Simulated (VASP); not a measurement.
# NaH (Fm-3m) in VASP: notebook, part 2 of 2

VASP 6.6.1.

### 3 Vibrations by perturbation theory, PBEsol (volume scaled by 1.015)

Contents of INCAR:

```
SYSTEM = NaH
  PREC = Accurate
  ENCUT = 520
  EDIFF = 1E-8
  ISMEAR = 0
  SIGMA = 0.01
  LREAL = .False.
  LASPH = .True.
  NELM = 60
  ALGO = Normal
  ISIF = 2
  LWAVE = .False.
  LCHARG = .False.
  GGA = PS
  IBRION = 8
  NSW = 1
```

Contents of KPOINTS:

```
Automatic mesh
0
Gamma
  8 8 8
  0 0 0
```

Contents of POSCAR:

```
NaH
1.0
    0.0000000000      2.4075929434      2.4075929434
    2.4075929434      0.0000000000      2.4075929434
    2.4075929434      2.4075929434      0.0000000000
Na H
1 1
Direct
    0.0000000000      0.0000000000      0.0000000000
    0.5000000000      0.5000000000      0.5000000000
```

Potentials or basis: VASP PAW PBE potentials, release 64 (Na_pv, H).

Run with:

```sh
$ cat potpaw_PBE.64/Na_pv/POTCAR potpaw_PBE.64/H/POTCAR > POTCAR
$ mpirun -np 1 vasp_std > vasp.out
```

OUTCAR:

```text
SYSTEM = NaH
   PREC = Accurate
   ENCUT = 520
   EDIFF = 1E-8
   ISMEAR = 0
   LREAL = .False.
   LASPH = .True.
   NELM = 60
   ISIF = 2
   GGA = PS
   IBRION = 8
   NSW = 1

 ion  position               nearest neighbor table
   1  0.000  0.000  0.000-
   2  0.500  0.500  0.500-

  LATTYP: Found a face centered cubic cell.
 ALAT       =     4.8151858868

  Lattice vectors:

 A1 = (   0.0000000000,   2.4075929434,   2.4075929434)
 A2 = (   2.4075929434,   0.0000000000,   2.4075929434)
 A3 = (   2.4075929434,   2.4075929434,   0.0000000000)

Analysis of symmetry for initial positions (statically):
=====================================================================
 Subroutine PRICEL returns:
 Original cell was already a primitive cell.

 Routine SETGRP: Setting up the symmetry group for a
 face centered cubic supercell.

 Subroutine GETGRP returns: Found 48 space group operations
 (whereof 48 operations were pure point group operations)
 out of a pool of 48 trial point group operations.

The static configuration has the point symmetry O_h .

Analysis of symmetry for dynamics (positions and initial velocities):
=====================================================================
 Subroutine PRICEL returns:
 Original cell was already a primitive cell.

 Routine SETGRP: Setting up the symmetry group for a
 face centered cubic supercell.

 Subroutine GETGRP returns: Found 48 space group operations
 (whereof 48 operations were pure point group operations)
[... 448 lines left out ...]
      2.40759      2.40759      2.40759        -0.000000     -0.000000     -0.000000
 -----------------------------------------------------------------------------------
    total drift:                               -0.000000      0.000000      0.000000

  FREE ENERGIE OF THE ION-ELECTRON SYSTEM (eV)
  ---------------------------------------------------
  free  energy   TOTEN  =        -5.0856206905 eV

  energy  without entropy=       -5.0856206905  energy(sigma->0) =       -5.08562069

[... ionic steps 2 to 3 ...]

--------------------------------------- Ionic step        4  -------------------------------------------

------------------------ aborting loop because EDIFF is reached ----------------------------------------

[... ionic steps 5 to 6 ...]

--------------------------------------- Ionic step        7  -------------------------------------------

 Free energy of the ion-electron system (eV)
  ---------------------------------------------------
  ---------------------------------------------------
  free energy    TOTEN  =        -0.01694156 eV

  energy without entropy =       -0.01694156

------------------------ aborting loop because EDIFF is reached ----------------------------------------

 INTERNAL STRAIN TENSOR  FOR ION    2  DIRECTION 1   (eV/Angst):
 -----------------------------------------------------------------------------
     0.00656 -0.00000  0.00000
    -0.00000 -0.00388  0.00000
     0.00000  0.00000 -0.00388

 INTERNAL STRAIN TENSOR FOR ION    2 for displacements in x,y,z  (eV/Angst):
          X           Y           Z          XY          YZ          ZX
  --------------------------------------------------------------------------------
  x     0.00000     0.00000     0.00000     0.00000     0.00000     0.00000
  y     0.00000     0.00000     0.00000     0.00000     0.00000     0.00000
  z     0.00000     0.00000     0.00000     0.00000     0.00000     0.00000

 SECOND DERIVATIVES (NOT SYMMETRIZED)
 ------------------------------------
               1X          1Y          1Z          2X          2Y          2Z
  1X    -0.888879    0.000000    0.000000    0.888879    0.000000    0.000000
  1Y     0.000000   -0.888879    0.000000    0.000000    0.888879    0.000000
  1Z     0.000000    0.000000   -0.888879    0.000000    0.000000    0.888879
  2X     0.919927    0.000000    0.000000   -0.919927    0.000000    0.000000
  2Y     0.000000    0.919927    0.000000    0.000000   -0.919927    0.000000
  2Z     0.000000    0.000000    0.919927    0.000000    0.000000   -0.919927

 Eigenvectors and eigenvalues of the dynamical matrix
 ----------------------------------------------------

   1 f  =   15.306290 THz    96.172254 2PiTHz  510.562862 cm-1    63.301699 meV
             X         Y         Z           dx          dy          dz
      0.000000  0.000000  0.000000     0.000000    0.200859    0.000000
      2.407593  2.407593  2.407593     0.000000   -0.979620    0.000000
[... 21 lines left out ...]
   6 f/i=    0.051698 THz     0.324829 2PiTHz    1.724465 cm-1     0.213806 meV
             X         Y         Z           dx          dy          dz
      0.000000  0.000000  0.000000     0.000000   -0.979620    0.000000
      2.407593  2.407593  2.407593     0.000000   -0.200859    0.000000

--------------------------------------------------------------------------------------------------------

 ELASTIC MODULI CONTR FROM IONIC RELAXATION (kBar)
 Direction    XX          YY          ZZ          XY          YZ          ZX
 --------------------------------------------------------------------------------
 XX           0.0000      0.0000      0.0000      0.0000      0.0000      0.0000
 YY           0.0000      0.0000      0.0000      0.0000      0.0000      0.0000
 ZZ           0.0000      0.0000      0.0000      0.0000      0.0000      0.0000
 XY           0.0000      0.0000      0.0000      0.0000      0.0000      0.0000
 YZ           0.0000      0.0000      0.0000      0.0000      0.0000      0.0000
 ZX           0.0000      0.0000      0.0000      0.0000      0.0000      0.0000
 --------------------------------------------------------------------------------
```

stdout:

```text
POSCAR found type information on POSCAR NaH
 POSCAR found :  2 types and       2 ions
 scaLAPACK will be used
 -----------------------------------------------------------------------------
|                                                                             |
|                                                                             |
|     You enforced a specific xc type in the INCAR file but a different       |
|     I HOPE YOU KNOW WHAT YOU ARE DOING!                                     |
|                                                                             |
 -----------------------------------------------------------------------------

 LDA part: xc-table for (Slater+PW92), standard interpolation
 POSCAR, INCAR and KPOINTS ok, starting setup
 FFT: planning ... GRIDC
 FFT: planning ... GRID_SOFT
 FFT: planning ... GRID
 WAVECAR not read
 entering main loop
 Linear response reoptimize wavefunctions to high precision
 Linear response DOF=           2
 Linear response progress:
 first order change of Fermi-energy   0.14590E-03
 force on displaced ion       1 direction 1 :  -0.889   0.000   0.000
 Linear response progress:
 first order change of Fermi-energy  -0.15741E-03
 force on displaced ion       2 direction 1 :  -0.920   0.000   0.000
 Linear response finished
```

Run time: 28 s. Hardware: 1 thread of AMD EPYC 9R45 (Zen 5), shared host; peak memory 0.16 GiB.

Results:

- Highest phonon frequency at Γ, LO-TO splitting left out: 511 cm⁻¹

Phonon frequencies in cm⁻¹ (negative: imaginary):
| q point | frequencies |
| --- | --- |
| (0.000, 0.000, 0.000) | -2 -2 -2 511 511 511 |
